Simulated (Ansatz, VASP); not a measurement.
**CdTe: VASP beside Ansatz**

File POSCAR:

```
CdTe
1.0
    0.0000000000      3.4111533208      3.0903071346
    3.4111533208      0.0000000000      3.0903071346
    3.4111533208      3.4111533208      0.0000000000
Cd Te
1 1
Direct
    0.0000000000      0.0000000000      0.0000000000
    0.2500000000      0.2500000000      0.2500000000
```

Contents of INCAR.step1:

```
SYSTEM = CdTe
PREC     = Accurate       ! precision mode
ENCUT    = 520            ! plane-wave cutoff, eV
ISMEAR   = -1             ! smearing method
SIGMA    = 0.02           ! smearing width, eV
LREAL    = .False.        ! projectors in reciprocal space
LASPH    = .True.         ! aspherical terms in the spheres
NELM     = 150            ! most SCF steps
LNONCOLLINEAR= .True.         ! non-collinear magnetism
MAGMOM   = 0 0 0 0 0 0    ! initial moments
LSORBIT  = .True.         ! spin-orbit coupling
GGA_COMPAT= .False.      
NBANDS   = 30             ! bands
GGA      = PE             ! functional
ALGO     = Normal         ! electronic algorithm
EDIFF    = 1E-4           ! SCF threshold, eV
LWAVE    = .True.         ! write WAVECAR
LCHARG   = .False.        ! write CHGCAR
```

The input INCAR.step2:

```
SYSTEM = CdTe
PREC     = Accurate       ! precision mode
ENCUT    = 520            ! plane-wave cutoff, eV
EDIFF    = 1E-7           ! SCF threshold, eV
ISMEAR   = -1             ! smearing method
SIGMA    = 0.02           ! smearing width, eV
LREAL    = .False.        ! projectors in reciprocal space
LASPH    = .True.         ! aspherical terms in the spheres
NELM     = 150            ! most SCF steps
ALGO     = Normal         ! electronic algorithm
ISIF     = 2              ! what is computed and relaxed
LWAVE    = .False.        ! write WAVECAR
LCHARG   = .False.        ! write CHGCAR
LNONCOLLINEAR= .True.         ! non-collinear magnetism
MAGMOM   = 0 0 0 0 0 0    ! initial moments
LORBIT   = 11             ! projections on sites
LSORBIT  = .True.         ! spin-orbit coupling
GGA_COMPAT= .False.      
LORBMOM  = .True.       
METAGGA  = R2SCAN         ! meta-GGA
LMIXTAU  = .True.       
NBANDS   = 30             ! bands
ISTART   = 1
```

Contents of KPOINTS:

```
Automatic mesh
0
Gamma
  6 6 6
  0 0 0
```

Input for Ansatz:

```yaml
crystal:
  lattice:
    - [0.0, 3.4111533208, 3.0903071346]
    - [3.4111533208, 0.0, 3.0903071346]
    - [3.4111533208, 3.4111533208, 0.0]
  atoms:
    - { symbol: Cd, position: [0.0, 0.0, 0.0] }
    - { symbol: Te, position: [0.25, 0.25, 0.25] }
kpoints:
  mp_grid: { grid: [6, 6, 6] }
  band_path:
    path:
      - [0.0, 0.0, 0.0]
      - [-0.5, -0.5, 0.0]
      - [-0.375, -0.375, 0.25]
      - [-0.375, 0.0, 0.375]
      - [0.0, 0.0, 0.5]
      - [-0.5, -0.25, 0.25]
    npoints: 1
hamiltonian:
  xc: r2scan
scf:
  occupations: { method: fermi_dirac, width: 0.02 }
  n_extra_bands: 8
magnetization:
  noncollinear: true
  spin_orbit: true
output:
  forces: true
  stress: true
  eigenvalues: true
```

Change from the starting cell: epitaxial_xy strain +4.0%.

Alike in both runs: task single point; functional r2SCAN; k mesh 6 × 6 × 6; occupations fermi-dirac, width 0.02 eV; non-collinear spin, spin-orbit coupling.

```csv
,VASP,Ansatz
version,VASP 6.6.1,Ansatz 0.2.0
potentials or method,"VASP PAW PBE potentials, release 64 (Cd, Te)","plane waves, PAW"
plane-wave cutoff (eV),520,500
valence electrons in the cell,18,36
```

|  | VASP | Ansatz | Ansatz less VASP |
| --- | --- | --- | --- |
| pressure (GPa) | -0.8 | -0.9 | -0.12 |
| traceless stress, the component that is largest in VASP (GPa) | 0.94 | 0.94 | +0.004 |

VASP's potentials were made for PBE, not for r2SCAN. With one functional, cell and mesh, what is left measures potentials, basis and numerics. VASP's potentials hold 18 valence electrons a cell and Ansatz's 36, so a difference there can come from the potentials and not from the codes.
